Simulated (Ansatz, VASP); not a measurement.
One calculation of TiN, two programs

Contents of INCAR:

```
SYSTEM = TiN
PREC = Accurate
ENCUT = 600
EDIFF = 1E-6
ISMEAR = 0
SIGMA = 0.1
LREAL = .False.
LASPH = .True.
NELM = 200
ALGO = Normal
ISIF = 2
LWAVE = .False.
LCHARG = .False.
ISPIN = 2
MAGMOM = 1 0
LORBIT = 11
LMAXMIX = 4
GGA = PS
NBANDS = 20
GGA_COMPAT = .False.
```

File KPOINTS:

```
regular mesh
0
Gamma
  8 8 8
  0 0 0
```

Contents of POSCAR:

```
TiN
1.0
    0.0000000000      2.1591444481      2.1591444481
    2.1591444481      0.0000000000      2.1591444481
    2.1591444481      2.1591444481      0.0000000000
Ti N
1 1
Direct
    0.0000000000      0.0000000000      0.0000000000
    0.5000000000      0.5000000000      0.5000000000
```

Input for Ansatz:

```yaml
crystal:
  lattice:
    - [0.0, 2.1591444481, 2.1591444481]
    - [2.1591444481, 0.0, 2.1591444481]
    - [2.1591444481, 2.1591444481, 0.0]
  atoms:
    - { symbol: Ti, position: [0.0, 0.0, 0.0], spin: 1.0 }
    - { symbol: "N", position: [0.5, 0.5, 0.5] }
basis:
  ecutwfc: 420
kpoints:
  mp_grid: { grid: [8, 8, 8] }
hamiltonian:
  xc: pbesol
scf:
  occupations: { method: gaussian, width: 0.1 }
  lower_state_search: "off"
output:
  forces: true
  stress: true
  eigenvalues: true
  populations: true
magnetization:
  spin_polarized: true
```

Alike in both runs: task single point; functional PBEsol; k mesh 8 × 8 × 8; occupations gaussian, width 0.1 eV; collinear spin.

|  | VASP | Ansatz |
| --- | --- | --- |
| version | VASP 6.6.1 | Ansatz 0.2.0 |
| potentials or method | VASP PAW PBE potentials, release 64 (Ti_sv, N), cutoff 600 eV | scalar-relativistic, plane waves, PAW |
| valence electrons in the cell | 17 | 17 |

VASP gave:

- gap on the k mesh at the Fermi level (eV): none
- pressure (GPa): -19.9
- net moment per atom (μB): 0.00

Problem. What did Ansatz give for the same quantities?

Solution. gap on the k mesh at the Fermi level (eV): none; pressure (GPa): -20.2; net moment per atom (μB): 0.00.

VASP's potentials were made for PBE, not for PBEsol. A gap of «none» marks a metal or a gap that the smearing closes. With one functional, cell and mesh, what is left measures potentials, basis and numerics. Ansatz's warnings: seeded moment not kept.
